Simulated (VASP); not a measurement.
A run of VASP 6.6.1 is set up as follows.

INCAR

```
SYSTEM = KI
PREC = Accurate
ENCUT = 520
EDIFF = 1E-6
ISMEAR = -1
SIGMA = 0.02
LREAL = .False.
LASPH = .True.
NELM = 60
ALGO = Normal
ISIF = 2
LWAVE = .False.
LCHARG = .False.
GGA = CA
NBANDS = 15
```

Contents of KPOINTS:

```
regular mesh
0
Gamma
  6 6 6
  0 0 0
```

POSCAR

```
KI
1.0
    4.1223638992      0.0000000000      0.0000000000
    0.0000000000      4.1223638992      0.0000000000
    0.0000000000      0.0000000000      4.1223638992
K I
1 1
Direct
    0.0000000000      0.0000000000      0.0000000000
    0.5000000000      0.5000000000      0.5000000000
```

Potentials or basis: VASP PAW LDA potentials, release 64 (K_sv, I).

Launch:

```bash
$ cat potpaw_LDA.64/K_sv/POTCAR potpaw_LDA.64/I/POTCAR > POTCAR
$ mpirun -np 1 vasp_std > vasp.out
```

Estimate the pressure.

0.0 GPa.

Predict the band gap on the k mesh.

3.33 eV (least direct gap 3.52 eV).

Caveat: spin-orbit coupling is left out, which moves the levels of the heavy elements. A k mesh can miss the band edges.
